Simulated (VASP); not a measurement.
# ZrAl3B3N (P3m1) in VASP: further runs

The runs below take ZrAl3B3N through single point, with PBE.

All numbers are computed with VASP 6.6.1; they aren't measurements. Logs are shortened: lines on timing, memory, paths and dates and some standing lists are left out, and cuts for length are marked.

## 1. The cell of the first run

Symmetry: P3m1, No. 156, trigonal system. Conventional cell: a = 3.018 Å, b = 3.018 Å, c = 11.414 Å, α = 90.00°, β = 90.00°, γ = 120.00°. Within 3.3 Å of Zr (site symmetry 3m) lie 9 B at 2.48 to 2.57 Å and 6 Zr at 3.02 Å. Within 2.8 Å of Al (site symmetry 3m) lie 3 N at 2.11 Å and 6 B at 2.35 to 2.43 Å. Al (site symmetry 3m) has 3 N at 2.12 Å within 2.8 Å. Al (site symmetry 3m) has 3 B at 2.21 Å and 9 Al at 2.92 to 3.02 Å within 3.1 Å. Within 2.4 Å of B (site symmetry 3m) lie 3 B at 1.75 Å and 3 Al at 2.35 Å. B (site symmetry 3m) has 3 B at 1.75 Å within 2.3 Å. B (site symmetry 3m) has 3 Al at 2.21 Å and 3 Zr at 2.53 Å within 2.9 Å. Within 2.9 Å of N (site symmetry 3m) lie 6 Al at 2.11 to 2.12 Å and 1 B at 2.89 Å.

## 2. Single point, PBE

Input file INCAR:

```
SYSTEM = ZrAl3B3N
PREC     = Accurate       ! precision mode
ENCUT    = 520            ! plane-wave cutoff, eV
EDIFF    = 1E-6           ! SCF threshold, eV
ISMEAR   = 0              ! smearing method
SIGMA    = 0.2            ! smearing width, eV
LREAL    = .False.        ! projectors in reciprocal space
LASPH    = .True.         ! aspherical terms in the spheres
NELM     = 80             ! most SCF steps
ALGO     = Normal         ! electronic algorithm
ISIF     = 2              ! what is computed and relaxed
LWAVE    = .False.        ! write WAVECAR
LCHARG   = .False.        ! write CHGCAR
GGA      = PE             ! functional
NBANDS   = 28             ! bands
```

Input file KPOINTS:

```
Automatic mesh
0
Gamma
  12 12 2
  0 0 0
```

Input file POSCAR:

```
ZrAl3B3N
1.0
    3.0176511745      0.0000000000      0.0000000000
   -1.5088255872      2.6133625769      0.0000000000
    0.0000000000      0.0000000000     11.4140370505
Zr Al B N
1 3 3 1
Direct
    0.3333333333      0.6666666667      0.0105198635
    0.3333333333      0.6666666667      0.3140197928
    0.6666666667      0.3333333333      0.5255486519
    1.0000000000      1.0000000000      0.7303720836
    0.6666666667      0.3333333333      0.1756132260
    1.0000000000      1.0000000000      0.1657142039
    0.6666666667      0.3333333333      0.8492092448
    1.0000000000      1.0000000000      0.4190029337
```

Potentials or basis: VASP PAW PBE potentials, release 64 (Zr_sv, Al, B, N).

Run with:

```bash
$ cat potpaw_PBE.64/Zr_sv/POTCAR potpaw_PBE.64/Al/POTCAR potpaw_PBE.64/B/POTCAR potpaw_PBE.64/N/POTCAR > POTCAR
$ mpirun -np 1 vasp_std > vasp.out
```

OUTCAR:

```text
SYSTEM = ZrAl3B3N
   PREC = Accurate
   ENCUT = 520
   EDIFF = 1E-6
   ISMEAR = 0
   LREAL = .False.
   LASPH = .True.
   NELM = 80
   ISIF = 2
   GGA = PE

 ion  position               nearest neighbor table
   1  0.333  0.667  0.011-   6 2.48   6 2.48   6 2.48   7 2.53   7 2.53   7 2.53   5 2.57   5 2.57
                             5 2.57   2 3.46
   2  0.333  0.667  0.314-   8 2.11   8 2.11   8 2.11   5 2.35   5 2.35   5 2.35   6 2.43   6 2.43
                             6 2.43   3 2.98   3 2.98   3 2.98   1 3.46
   3  0.667  0.333  0.526-   8 2.12   8 2.12   8 2.12   4 2.92   4 2.92   4 2.92   2 2.98   2 2.98
                             2 2.98
   4  0.000  0.000  0.730-   7 2.21   7 2.21   7 2.21   3 2.92   3 2.92   3 2.92
   5  0.667  0.333  0.176-   6 1.75   6 1.75   6 1.75   2 2.35   2 2.35   2 2.35   1 2.57   1 2.57
                             1 2.57
   6  0.000  0.000  0.166-   5 1.75   5 1.75   5 1.75   2 2.43   2 2.43   2 2.43   1 2.48   1 2.48
                             1 2.48
   7  0.667  0.333  0.849-   4 2.21   4 2.21   4 2.21   1 2.53   1 2.53   1 2.53
   8  0.000  0.000  0.419-   2 2.11   2 2.11   2 2.11   3 2.12   3 2.12   3 2.12

  LATTYP: Found a hexagonal cell.
 ALAT       =     3.0176511745
 C/A-ratio  =     3.7824242732

  Lattice vectors:

 A1 = (   3.0176511745,   0.0000000000,   0.0000000000)
 A2 = (  -1.5088255872,   2.6133625769,   0.0000000000)
 A3 = (   0.0000000000,   0.0000000000,  11.4140370505)

Analysis of symmetry for initial positions (statically):
=====================================================================
 Subroutine PRICEL returns:
 Original cell was already a primitive cell.

 Routine SETGRP: Setting up the symmetry group for a
 hexagonal supercell.

 Subroutine GETGRP returns: Found  6 space group operations
 (whereof  6 operations were pure point group operations)
 out of a pool of 24 trial point group operations.

The static configuration has the point symmetry C_3v.

Analysis of symmetry for dynamics (positions and initial velocities):
=====================================================================
 Subroutine PRICEL returns:
 Original cell was already a primitive cell.

 Routine SETGRP: Setting up the symmetry group for a
 hexagonal supercell.

 Subroutine GETGRP returns: Found  6 space group operations
 (whereof  6 operations were pure point group operations)
 out of a pool of 24 trial point group operations.

[... 116 lines left out ...]
   IBRION =     -1    ionic relax: 0-MD 1-quasi-New 2-CG
   NFREE  =      0    steps in history (QN), initial steepest desc. (CG)
   ISIF   =      2    stress and relaxation
   ISYM   =      2    0-nonsym 1-usesym 2-fastsym
   POTIM  = 0.5000    time-step for ionic-motion
   TEBEG  =    0.0;   TEEND  =   0.0 temperature during run
   PSTRESS=    0.0 pullay stress
   NELECT =      35.0000    total number of electrons
   NUPDOWN=      -1.0000    fix difference up-down
   EMIN   =  10.00;   EMAX   =-10.00  energy-range for DOS
   EFERMI =   0.00;   METHOD = LEGACY
   ISMEAR =     0;   SIGMA  =   0.20  broadening in eV -4-tet -1-fermi 0-gaus
   EFERMI_NEDOS =   21; number of points for ismear=-14 and -15
   IALGO  =     38    algorithm
   IMIX   =      4    mixing-type and parameters
     AMIX     =   0.40;   BMIX     =  1.00
     AMIX_MAG =   1.60;   BMIX_MAG =  1.00
  volume/ion in A,a.u.               =      11.25        75.93
  Fermi-wavevector in a.u.,A,eV,Ry     =   1.194891  2.258016 19.425906  1.427764
  Thomas-Fermi vector in A             =   2.330870
   LORBIT       =      0    0 simple, 1 ext, 2 COOP (PROOUT), +10 PAW based schemes
   GGA     = PE    functional components
   LHFCALC =     F    Hartree Fock is set to
   AEXX    =    0.0000 exact exchange contribution
   IVDW    =     0    specifies the selected vdW correction
   LEPSILON=     F    determine dielectric tensor
   LRPA    =     F    only Hartree local field effects (RPA)
 non-spin polarized calculation
 Gauss-broadening in eV      SIGMA  =   0.20
  energy-cutoff  :      520.00
  volume of cell :       90.01
 maximum number of plane-waves:      2456
 NGX is ok and might be reduce to    24
   NGX = 11   NGY = 11   NGZ = 43

 number of electron      34.9999998 magnetization

 Free energy of the ion-electron system (eV)
  ---------------------------------------------------
  ext. energy  EPLUGINS =         0.00000000
  ---------------------------------------------------
  free energy    TOTEN  =       -50.13484119 eV

  energy without entropy =      -50.09218377  energy(sigma->0) =      -50.11351248

 E-fermi :   9.1026     XC(G=0): -11.3882

 val. band max:        9.0483405482   @ k =   0.3333   0.2500   0.0000
 cond. band min:       9.1225727883   @ k =   0.3333   0.0833   0.0000
 fundamental gap:      0.0742322401
 Fermi energy:         9.1025737455

 k-point     1 :       0.0000    0.0000    0.0000
  band No.  band energies     occupation
      1     -39.2478      2.00000
      2     -17.5608      2.00000
      3     -16.6512      2.00000
      4     -16.6512      2.00000
      5      -8.4088      2.00000
      6      -4.2813      2.00000
[... 733 lines left out ...]
     27      15.1781      0.00000
     28      15.8628      0.00000

 [... further k-points ...]

------------------------ aborting loop because EDIFF is reached ----------------------------------------

  FORCE on cell =-STRESS in cart. coord.  units (eV):
  Direction    XX          YY          ZZ          XY          YZ          ZX
  --------------------------------------------------------------------------------------
  -------------------------------------------------------------------------------------
  Total        0.0961986      0.0961986     -0.2587892      0.0000000      0.0000000      0.0000000
  in kB        1.7122658      1.7122658     -4.6062628      0.0000000      0.0000000      0.0000000
  external PRESSURE =      -0.3939104 kB  Pullay stress =       0.0000000 kB

 VOLUME and BASIS-vectors are now :
 -----------------------------------------------------------------------------
  energy-cutoff  :      520.00
  volume of cell :       90.01
      direct lattice vectors                 reciprocal lattice vectors
     3.017651175  0.000000000  0.000000000     0.331383564  0.191324390  0.000000000
    -1.508825587  2.613362577  0.000000000     0.000000000  0.382648779  0.000000000
     0.000000000  0.000000000 11.414037050     0.000000000  0.000000000  0.087611421

 POSITION                                       TOTAL-FORCE (eV/Angst)
 -----------------------------------------------------------------------------------
     -0.00000      1.74224      0.12007        -0.000000      0.000000     -0.088939
     -0.00000      1.74224      3.58423         0.000000     -0.000000     -0.012238
      1.50883      0.87112      5.99863         0.000000     -0.000000     -0.010757
      0.00000      0.00000      8.33649         0.000000      0.000000      0.048188
      1.50883      0.87112      2.00446        -0.000000     -0.000000      0.012798
      0.00000      0.00000      1.89147        -0.000000     -0.000000      0.020062
      1.50883      0.87112      9.69291        -0.000000      0.000000      0.016369
      0.00000      0.00000      4.78252        -0.000000     -0.000000      0.014517
 -----------------------------------------------------------------------------------
    total drift:                                0.000000     -0.000000      0.000751

  FREE ENERGIE OF THE ION-ELECTRON SYSTEM (eV)
  ---------------------------------------------------
  free  energy   TOTEN  =       -50.1348411933 eV

  energy  without entropy=      -50.0921837682  energy(sigma->0) =      -50.11351248
```

It took 64 s on 1 thread of Intel Xeon 6975P-C (Granite Rapids), shared host; peak memory 0.26 GiB.

Results:

```yaml
Free_energy: -50.1348 eV
Pressure: 0.0 GPa
Largest_force: 0.089 eV/Å
Band_gap_on_the_k_mesh: zero (an odd number of electrons rules out a gap without spin polarisation)
```

Forces in eV/Å, atoms in the order of the input:
```
Zr   0.000  0.000 -0.089
Al   0.000  0.000 -0.012
Al   0.000  0.000 -0.011
Al   0.000  0.000  0.048
B    0.000  0.000  0.013
B    0.000  0.000  0.020
B    0.000  0.000  0.016
N    0.000  0.000  0.015
```

Stress tensor (GPa, compression positive):
```
 0.17  0.00  0.00
 0.00  0.17  0.00
 0.00  0.00 -0.46
```

Levels at points of the mesh, in eV from the Fermi level:
| k point | band 15 | band 16 | band 17 | band 18 | band 19 | band 20 |
| --- | --- | --- | --- | --- | --- | --- |
| (0.00, 0.00, 0.00) | -1.17 | -0.40 | 1.62 | 1.62 | 1.79 | 2.65 |
| (0.50, 0.00, 0.00) | -3.26 | -2.50 | -1.60 | -0.27 | 0.72 | 0.82 |
| (0.00, 0.00, 0.50) | -1.17 | -1.17 | 1.62 | 1.62 | 1.99 | 2.65 |
| (0.50, 0.00, 0.50) | -3.56 | -2.12 | -1.19 | -0.55 | 0.76 | 0.82 |

Caveat: an odd number of electrons without spin polarisation forces a metal; a magnetic or distorted state may lie lower.

## 3. Single point, PBE

Input file INCAR:

```
PREC = Accurate
ENCUT = 520
EDIFF = 1E-6
ISMEAR = 0
SIGMA = 0.1
LREAL = False
LASPH = True
NELM = 80
ALGO = Normal
ISIF = 2
LWAVE = False
LCHARG = True
GGA = PE
LELF = True
LVHAR = True
NBANDS = 28
```

Input file KPOINTS:

```
regular mesh
0
Gamma
  12 12 4
```

Input file POSCAR:

```
ZrAl3B3N
1.0
    3.0176511745      0.0000000000      0.0000000000
   -1.5088255872      2.6133625769      0.0000000000
    0.0000000000      0.0000000000     11.4140370505
Zr Al B N
1 3 3 1
Direct
    0.3333333333      0.6666666667      0.0105198635
    0.3333333333      0.6666666667      0.3140197928
    0.6666666667      0.3333333333      0.5255486519
    0.0000000000      0.0000000000      0.7303720836
    0.6666666667      0.3333333333      0.1756132260
    0.0000000000      0.0000000000      0.1657142039
    0.6666666667      0.3333333333      0.8492092448
    0.0000000000      0.0000000000      0.4190029337
```

Potentials or basis: VASP PAW PBE potentials, release 64 (Zr_sv, Al, B, N).

Run with:

```bash
$ cat potpaw_PBE.64/Zr_sv/POTCAR potpaw_PBE.64/Al/POTCAR potpaw_PBE.64/B/POTCAR potpaw_PBE.64/N/POTCAR > POTCAR
$ mpirun -np 1 vasp_std > vasp.out
```

It took 77 s on 1 thread of Intel Xeon 6975P-C (Granite Rapids), shared host; peak memory 0.33 GiB.

It converged, with:

```
Free energy            : -50.1190 eV
Pressure               : 0.0 GPa
Largest force          : 0.012 eV/Å
Band gap on the k mesh : zero (an odd number of electrons rules out a gap without spin polarisation)
```

Forces on the atoms (eV/Å):
```
Zr   0.000  0.000 -0.006
Al   0.000  0.000  0.005
Al   0.000  0.000 -0.012
Al   0.000  0.000 -0.001
B    0.000  0.000  0.006
B    0.000  0.000  0.010
B    0.000  0.000 -0.006
N    0.000  0.000  0.004
```

Levels at points of the mesh, in eV from the Fermi level:
| k point | band 13 | band 14 | band 15 | band 16 | band 17 | band 18 | band 19 | band 20 | band 21 | band 22 |
| --- | --- | --- | --- | --- | --- | --- | --- | --- | --- | --- |
| (0.00, 0.00, 0.00) | -2.81 | -1.16 | -1.16 | -0.39 | 1.62 | 1.62 | 1.80 | 2.66 | 2.66 | 4.27 |
| (0.50, 0.00, 0.00) | -3.64 | -3.55 | -3.25 | -2.49 | -1.60 | -0.27 | 0.73 | 0.81 | 2.23 | 3.14 |
| (0.00, 0.00, 0.50) | -1.88 | -1.22 | -1.16 | -1.16 | 1.62 | 1.62 | 2.00 | 2.66 | 2.66 | 4.27 |
| (0.50, 0.00, 0.50) | -3.94 | -3.62 | -3.55 | -2.12 | -1.18 | -0.54 | 0.76 | 0.80 | 2.15 | 2.68 |

Caveat: an odd number of electrons without spin polarisation forces a metal; a magnetic or distorted state may lie lower.

The gap in the log of VASP goes by the Fermi energy; the results here count the filled bands.